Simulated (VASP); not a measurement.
Runs of VASP 6.6.1 on Ir. The structure is that of space group P6_3/mmc (No. 194), or close to it. The cells are those of the table. This isn't the form of Ir at room conditions, which is fcc.

```tsv
cell	gap on the mesh (eV)	pressure (GPa)
a = 2.579, b = 2.579, c = 4.313 Å, angles 90.0, 90.0, 120.0°, 2 atoms	none	64.4
a = 2.516, b = 2.516, c = 4.606 Å, angles 90.0, 90.0, 120.0°, 2 atoms	none	(b)
a = 2.516, b = 2.516, c = 4.386 Å, angles 90.0, 90.0, 120.0°, 2 atoms	none	91.6
a = 2.624, b = 2.624, c = 4.152 Å, angles 90.0, 90.0, 120.0°, 2 atoms	none	(a)
a = 2.651, b = 2.651, c = 4.035 Å, angles 90.0, 90.0, 120.0°, 2 atoms	none	75.6
a = 2.516, b = 2.516, c = 4.459 Å, angles 90.0, 90.0, 120.0°, 2 atoms	none	80.5
a = 2.516, b = 2.516, c = 4.240 Å, angles 90.0, 90.0, 120.0°, 2 atoms	none	(c)
a = 2.579, b = 2.579, c = 4.240 Å, angles 90.0, 90.0, 120.0°, 2 atoms	none	76.5
```

Alike in all rows: task single point; level LDA; potentials or basis VASP PAW LDA potentials, release 64 (Ir); no spin polarisation; k mesh 18 × 18 × 10; cutoff (eV) 500; smearing gaussian 0.15 eV.

Question: Estimate the missing entries.

Answer: (a) 67.1; (b) 61.9; (c) 118.5.

Caveats: the cell stands under pressure; spin-orbit coupling is left out, which moves the levels of the heavy elements.

A k mesh can miss the band edges, and the runs leave out spin-orbit coupling on Ir.

A gap of «none» marks levels without a gap at the run's occupations.
